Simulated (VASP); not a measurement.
**ZrS2: single point with PBE-based screened hybrid with 10 % exact exchange**

Crystal: ZrS2.

```
Zr S
1.0
     3.67440    0.00000    0.00000
    -1.83720    3.18212    0.00000
     0.00000    0.00000    5.85686
Zr S
1 2
Cartesian
  0.0000 0.0000 0.0000
  0.0000 2.1214 1.4421
  1.8372 1.0607 4.4147
```

| Property | Result |
| --- | --- |
| Program | VASP 6.6.1 |
| Task | single point |
| Functional | PBE-based screened hybrid with 10 % exact exchange |
| Potentials or basis | VASP PAW PBE potentials, release 64 (Zr_sv, S) |
| Cutoff | 400 eV |
| k mesh | 6 × 6 × 2 |
| Occupations | gaussian, width 0.01 eV |
| Spin | no spin polarisation |

* Pressure: 0.8 GPa
* Largest force: 0.052 eV/Å
* Band gap on the k mesh: 1.11 eV (least direct gap 1.76 eV)

Forces on the atoms (eV/Å):
```
Zr   0.000  0.000  0.000
S    0.000  0.000 -0.052
S    0.000  0.000  0.052
```

Stress tensor (GPa, compression positive):
```
0.56 0.00 0.00
0.00 0.56 0.00
0.00 0.00 1.40
```

Levels at points of the mesh, in eV from the valence-band top:
| k point | band 8 | band 9 | band 10 | band 11 | band 12 | band 13 | band 14 | band 15 | band 16 | band 17 |
| --- | --- | --- | --- | --- | --- | --- | --- | --- | --- | --- |
| (0.00, 0.00, 0.00) | -2.99 | -2.99 | -0.18 | -0.18 | 0.00 | 1.76 | 1.76 | 2.61 | 5.15 | 5.15 |
| (0.50, 0.00, 0.00) | -2.75 | -2.64 | -2.60 | -1.97 | -1.37 | 1.28 | 3.53 | 3.81 | 6.01 | 6.20 |
| (0.00, 0.00, 0.50) | -2.95 | -2.95 | -1.87 | -0.32 | -0.32 | 1.72 | 1.72 | 2.95 | 5.57 | 5.57 |
| (0.50, 0.00, 0.50) | -3.43 | -2.81 | -2.40 | -1.09 | -0.85 | 1.11 | 3.51 | 3.81 | 5.48 | 5.99 |

Wall time 23 min on 1 thread of Intel Xeon 8259CL, with other jobs on the host, peak memory 0.27 GiB.

Caveat: the k points lie up to 0.54 Å⁻¹ apart; the PAW data sets were made with another functional, which shifts forces and pressure a little. A k mesh can miss the band edges.
